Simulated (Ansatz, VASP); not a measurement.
**Two plane-wave programs on AlN**

The input INCAR:

```
SYSTEM = AlN
ALGO     = Normal         ! electronic algorithm
EDIFF    = 1E-6           ! SCF threshold, eV
ENCUT    = 600            ! plane-wave cutoff, eV
GGA_COMPAT= .FALSE.      
ISIF     = 2              ! what is computed and relaxed
ISMEAR   = 0              ! smearing method
LASPH    = .TRUE.         ! aspherical terms in the spheres
LCHARG   = .FALSE.        ! write CHGCAR
LREAL    = .FALSE.        ! projectors in reciprocal space
LWAVE    = .FALSE.        ! write WAVECAR
NBANDS   = 11             ! bands
NELM     = 120            ! most SCF steps
PREC     = Accurate       ! precision mode
SIGMA    = 0.02           ! smearing width, eV
```

Contents of KPOINTS:

```
k-points
0
G
  10 10 10
  0 0 0
```

POSCAR

```
AlN
1.0
    0.0000000000      2.0639064841      2.0639064841
    2.0639064841      0.0000000000      2.0639064841
    2.0639064841      2.0639064841      0.0000000000
Al N
1 1
Direct
    0.5000000000      0.5000000000      0.5000000000
    0.0000000000      0.0000000000      0.0000000000
```

Input for Ansatz:

```yaml
crystal:
  lattice:
    - [0.0, 2.0639064841, 2.0639064841]
    - [2.0639064841, 0.0, 2.0639064841]
    - [2.0639064841, 2.0639064841, 0.0]
  atoms:
    - { symbol: Al, position: [0.5, 0.5, 0.5] }
    - { symbol: "N", position: [0.0, 0.0, 0.0] }
basis:
  ecutwfc: 420
kpoints:
  mp_grid: { grid: [10, 10, 10] }
hamiltonian:
  xc: lda
  pseudopotentials: { kind: paw }
scf:
  occupations: { method: gaussian, width: 0.02 }
output:
  forces: true
  stress: true
  eigenvalues: true
  write_density: true
  write_potential: true
  elf: true
  volumetric_format: npy
```

Alike in both runs: task single point; functional LDA; k mesh 10 × 10 × 10; occupations gaussian, width 0.02 eV; no spin polarisation.

```csv
,VASP,Ansatz
version,VASP 6.6.1,Ansatz 0.2.0
potentials or method,"VASP PAW LDA potentials, release 64 (Al, N), cutoff 600 eV","scalar-relativistic, plane waves, PAW"
valence electrons in the cell,8,8
```

Ansatz gave:

```
gap on the k mesh at the Fermi level (eV) : 3.89
least direct gap on the mesh (eV)         : 4.88
pressure (GPa)                            : -20.1
```

Problem. Estimate VASP's values.

Solution. gap on the k mesh at the Fermi level (eV): 3.88; least direct gap on the mesh (eV): 4.90; pressure (GPa): -19.8.

LDA's correlation is that of Perdew and Zunger in VASP and of Perdew and Wang (1992) in Ansatz.
